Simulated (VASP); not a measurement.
# SrVO3 (Pm-3m) in VASP: a series of runs

Runs on SrVO3. Level: PBE+U. Tasks: single point.

All numbers are computed with VASP 6.6.1; they aren't measurements. Logs are shortened: lines on timing, memory, paths and dates and some standing lists are left out, and cuts for length are marked.

## (1) The cell of the first run

It takes space group Pm-3m (No. 221, cubic). Conventional cell: a = 3.842 Å, b = 3.842 Å, c = 3.842 Å, α = 90.00°, β = 90.00°, γ = 90.00°. Sr (site symmetry m-3m) has 12 O at 2.72 Å and 8 V at 3.33 Å within 3.6 Å. V (site symmetry m-3m) has 6 O at 1.92 Å within 2.5 Å. Within 2.5 Å of O (site symmetry 4/mmm) lie 2 V at 1.92 Å.

## (2) Single point, PBE+U, collinear spin, ferromagnetic start

Input file INCAR:

```
SYSTEM = SrVO3
ALGO = Normal ; EDIFF = 1E-6
ENCUT = 520 ; GGA = PE
ISIF = 2 ; ISMEAR = -1
ISPIN = 2 ; LASPH = .True.
LCHARG = .False. ; LDAU = .True.
LDAUJ = 0 0 0 ; LDAUL = -1 2 -1
LDAUPRINT = 1 ; LDAUTYPE = 2
LDAUU = 0 6.2 0 ; LMAXMIX = 4
LORBIT = 11 ; LREAL = .False.
LWAVE = .False. ; MAGMOM = 0 1.66 0 0 0
NBANDS = 32 ; NELM = 150
NUPDOWN = 1.66 ; PREC = Accurate
SIGMA = 0.1
```

Input file KPOINTS:

```
k-points
0
Gamma
  5 5 5
  0 0 0
```

Input file POSCAR:

```
SrVO3
1.0
    3.8425000000      0.0000000000      0.0000000000
    0.0000000000      3.8425000000      0.0000000000
    0.0000000000      0.0000000000      3.8425000000
Sr V O
1 1 3
Direct
    0.0000000000      0.0000000000      0.0000000000
    0.5000000000      0.5000000000      0.5000000000
    0.5000000000      0.0000000000      0.5000000000
    0.0000000000      0.5000000000      0.5000000000
    0.5000000000      0.5000000000      0.0000000000
```

Potentials or basis: VASP PAW PBE potentials, release 64 (Sr_sv, V_sv, O).

The run is started by

```sh
$ cat potpaw_PBE.64/Sr_sv/POTCAR potpaw_PBE.64/V_sv/POTCAR potpaw_PBE.64/O/POTCAR > POTCAR
$ mpirun -np 1 vasp_std > vasp.out
```

OUTCAR:

```text
SYSTEM = SrVO3
   EDIFF = 1E-6
   ENCUT = 520
   GGA = PE
   ISIF = 2
   ISMEAR = -1
   ISPIN = 2
   LASPH = .True.
   LORBIT = 11
   LREAL = .False.
   NELM = 150
   NUPDOWN = 1.66
   PREC = Accurate

 ion  position               nearest neighbor table
   1  0.000  0.000  0.000-   3 2.72   4 2.72   5 2.72   3 2.72   4 2.72   4 2.72   5 2.72   4 2.72
                             3 2.72   5 2.72   3 2.72   5 2.72   2 3.33   2 3.33   2 3.33   2 3.33
   2  0.500  0.500  0.500-   3 1.92   4 1.92   5 1.92   5 1.92   3 1.92   4 1.92   1 3.33   1 3.33
                             1 3.33   1 3.33   1 3.33   1 3.33   1 3.33   1 3.33
   3  0.500  0.000  0.500-   2 1.92   2 1.92   1 2.72   1 2.72   1 2.72   1 2.72
   4  0.000  0.500  0.500-   2 1.92   2 1.92   1 2.72   1 2.72   1 2.72   1 2.72
   5  0.500  0.500  0.000-   2 1.92   2 1.92   1 2.72   1 2.72   1 2.72   1 2.72

  LATTYP: Found a simple cubic cell.
 ALAT       =     3.8425000000

  Lattice vectors:

 A1 = (   3.8425000000,   0.0000000000,   0.0000000000)
 A2 = (   0.0000000000,   3.8425000000,   0.0000000000)
 A3 = (   0.0000000000,   0.0000000000,   3.8425000000)

Analysis of symmetry for initial positions (statically):
=====================================================================
 Subroutine PRICEL returns:
 Original cell was already a primitive cell.

 Routine SETGRP: Setting up the symmetry group for a
 simple cubic supercell.

 Subroutine GETGRP returns: Found 48 space group operations
 (whereof 48 operations were pure point group operations)
 out of a pool of 48 trial point group operations.

The static configuration has the point symmetry O_h .

Analysis of symmetry for dynamics (positions and initial velocities):
=====================================================================
 Subroutine PRICEL returns:
 Original cell was already a primitive cell.

 Routine SETGRP: Setting up the symmetry group for a
 simple cubic supercell.

 Subroutine GETGRP returns: Found 48 space group operations
 (whereof 48 operations were pure point group operations)
 out of a pool of 48 trial point group operations.

The dynamic configuration has the point symmetry O_h .

Analysis of structural, dynamic, and magnetic symmetry:
=====================================================================
 Subroutine PRICEL returns:
 Original cell was already a primitive cell.

 Routine SETGRP: Setting up the symmetry group for a
 simple cubic supercell.

 Subroutine GETGRP returns: Found 48 space group operations
[... 167 lines left out ...]
  o =  0.5385  v =  1.0000  0.0000  0.0000  0.0000  0.0000  0.0000  0.0000  0.0000  0.0000  0.0000      0.0000  0.0000  0.0000  0.0000  0.0000  0.0000  0.0000  0.0000  0.0000  0.0000

 number of electron      41.0000018 magnetization       1.6600001

 Free energy of the ion-electron system (eV)
  ---------------------------------------------------
  ext. energy  EPLUGINS =         0.00000000
  ---------------------------------------------------
  free energy    TOTEN  =       -32.82987557 eV

  energy without entropy =      -32.72477727  energy(sigma->0) =      -32.77732642

 E-fermi :   4.0847     XC(G=0): -11.5603

 val. band max:        5.6884351051   @ k =   0.4000   0.2000   0.2000
 cond. band min:       4.0944671130   @ k =   0.4000   0.4000   0.4000
 fundamental gap:     -1.5939679921
 Fermi energy:         6.1439328458

 spin component 1

 k-point     1 :       0.0000    0.0000    0.0000
  band No.  band energies     occupation
      1     -60.3097      1.00000
      2     -34.1410      1.00000
      3     -34.1410      1.00000
      4     -34.1410      1.00000
      5     -28.2130      1.00000
      6     -13.4613      1.00000
[... 339 lines left out ...]
     31      15.4738      0.00000
     32      18.7990      0.00000
 Fermi energy:         4.0847374825

 spin component 2

 k-point     1 :       0.0000    0.0000    0.0000
  band No.  band energies     occupation
      1     -58.7969      1.00000
      2     -32.6490      1.00000
      3     -32.6490      1.00000
      4     -32.6490      1.00000
      5     -28.2175      1.00000
      6     -13.3590      1.00000
[... 339 lines left out ...]
     31      15.5540      0.00000
     32      18.8795      0.00000

------------------------ aborting loop because EDIFF is reached ----------------------------------------

  FORCE on cell =-STRESS in cart. coord.  units (eV):
  Direction    XX          YY          ZZ          XY          YZ          ZX
  --------------------------------------------------------------------------------------
  -------------------------------------------------------------------------------------
  Total        5.6634149      5.6634149      5.6634149     -0.0000000     -0.0000000      0.0000000
  in kB      159.9364071    159.9364071    159.9364071     -0.0000000     -0.0000000      0.0000000
  external PRESSURE =     159.9364071 kB  Pullay stress =       0.0000000 kB

 VOLUME and BASIS-vectors are now :
 -----------------------------------------------------------------------------
  energy-cutoff  :      520.00
  volume of cell :       56.73
      direct lattice vectors                 reciprocal lattice vectors
     3.842500000  0.000000000  0.000000000     0.260247235  0.000000000  0.000000000
     0.000000000  3.842500000  0.000000000     0.000000000  0.260247235  0.000000000
     0.000000000  0.000000000  3.842500000     0.000000000  0.000000000  0.260247235

 POSITION                                       TOTAL-FORCE (eV/Angst)
 -----------------------------------------------------------------------------------
      0.00000      0.00000      0.00000         0.000000      0.000000      0.000000
      1.92125      1.92125      1.92125         0.000000      0.000000      0.000000
      1.92125      0.00000      1.92125         0.000000      0.000000      0.000000
      0.00000      1.92125      1.92125         0.000000      0.000000      0.000000
      1.92125      1.92125      0.00000         0.000000      0.000000      0.000000
 -----------------------------------------------------------------------------------
    total drift:                                0.000000      0.000000     -0.000000

  FREE ENERGIE OF THE ION-ELECTRON SYSTEM (eV)
  ---------------------------------------------------
  free  energy   TOTEN  =       -32.8298755718 eV

  energy  without entropy=      -32.7247772732  energy(sigma->0) =      -32.77732642

 total charge

# of ion       s       p       d       tot
------------------------------------------
    1        2.001   5.804   0.221   8.027
    2        2.291   6.360   2.864  11.515
    3        1.567   3.496   0.000   5.063
    4        1.567   3.496   0.000   5.063
    5        1.567   3.496   0.000   5.063
--------------------------------------------------
tot          8.993  22.652   3.085  34.730

 magnetization (x)

# of ion       s       p       d       tot
------------------------------------------
    1       -0.001  -0.003  -0.000  -0.005
    2        0.010   0.013   1.441   1.464
    3       -0.001   0.030   0.000   0.029
    4       -0.001   0.030   0.000   0.029
    5       -0.001   0.030   0.000   0.029
--------------------------------------------------
tot          0.006   0.100   1.440   1.547
```

Wall time 50 s (1 thread of Intel Xeon Platinum 8488C (Sapphire Rapids), shared host); peak memory 0.2 GiB.

What came out:

```yaml
Free_energy: -32.8299 eV
Pressure: 16.0 GPa
Net_moment: 1.66 μB per cell
Site_moments: Sr -0.01; V +1.46; O +0.03 μB
Valence_electrons_inside_the_program's_atomic_spheres: Sr 8.03; V 11.52; O 5.06
```

Eigenvalues of the final occupation matrices:
```tsv
site	spin	trace	eigenvalues
site 2 d	1	2.17	0.28 0.28 0.54 0.54 0.54
site 2 d	2	0.73	0.07 0.07 0.07 0.25 0.25
```

Caveat: the total moment is fixed, so each spin has its own Fermi level. The state reached can hang on the start; a lower one may exist.

## (3) Single point, PBE+U, collinear spin, ferromagnetic start

Input file INCAR:

```
  PREC = Accurate
  ENCUT = 520
  EDIFF = 1E-7
  ISMEAR = -1
  SIGMA = 0.1
  LREAL = F
  LASPH = T
  NELM = 150
  ALGO = Normal
  ISIF = 2
  LWAVE = F
  LCHARG = F
  ISPIN = 2
  MAGMOM = 0 0.2 0 0 0
  LORBIT = 11
  LMAXMIX = 4
  LDAU = T
  LDAUTYPE = 2
  LDAUL = -1 2 -1
  LDAUU = 0 6.2 0
  LDAUJ = 0 0 0
  LDAUPRINT = 1
  GGA = PE
  NBANDS = 32
```

Input file KPOINTS:

```
regular mesh
0
Gamma
  5 5 5
```

POSCAR is that of step 2.

Potentials or basis: VASP PAW PBE potentials, release 64 (Sr_sv, V_sv, O).

The run is started by

```sh
$ cat potpaw_PBE.64/Sr_sv/POTCAR potpaw_PBE.64/V_sv/POTCAR potpaw_PBE.64/O/POTCAR > POTCAR
$ mpirun -np 1 vasp_std > vasp.out
```

Run time: 65 s. Hardware: 1 thread of Intel Xeon Platinum 8488C (Sapphire Rapids), shared host; peak memory 0.2 GiB.

The run converged. Its results:

```yaml
Free_energy: -33.4124 eV
Pressure: 11.4 GPa
Band_gap_on_the_k_mesh: zero (filled and empty bands overlap)
Net_moment: 1.00 μB per cell
Site_moments: Sr -0.00; V +1.25; O -0.09 μB
Valence_electrons_inside_the_program's_atomic_spheres: Sr 8.03; V 11.45; O 5.07
```

Levels at points of the mesh, in eV from the Fermi level:
Spin up:
```tsv
k point	band 18	band 19	band 20	band 21	band 22	band 23	band 24	band 25
(0.00, 0.00, 0.00)	-1.70	-1.70	-1.70	-1.55	-1.55	-1.55	1.96	1.96
```
Spin down:
| k point | band 16 | band 17 | band 18 | band 19 | band 20 | band 21 | band 22 | band 23 | band 24 | band 25 |
| --- | --- | --- | --- | --- | --- | --- | --- | --- | --- | --- |
| (0.00, 0.00, 0.00) | -2.66 | -2.66 | -1.85 | -1.85 | -1.85 | 1.88 | 1.88 | 1.88 | 2.83 | 2.83 |

Eigenvalues of the final occupation matrices:
```
    site  spin  trace               eigenvalues
site 2 d     1   2.03  0.30 0.30 0.47 0.47 0.47
site 2 d     2   0.80  0.08 0.08 0.08 0.27 0.27
```

The state reached can hang on the start; a lower one may exist.
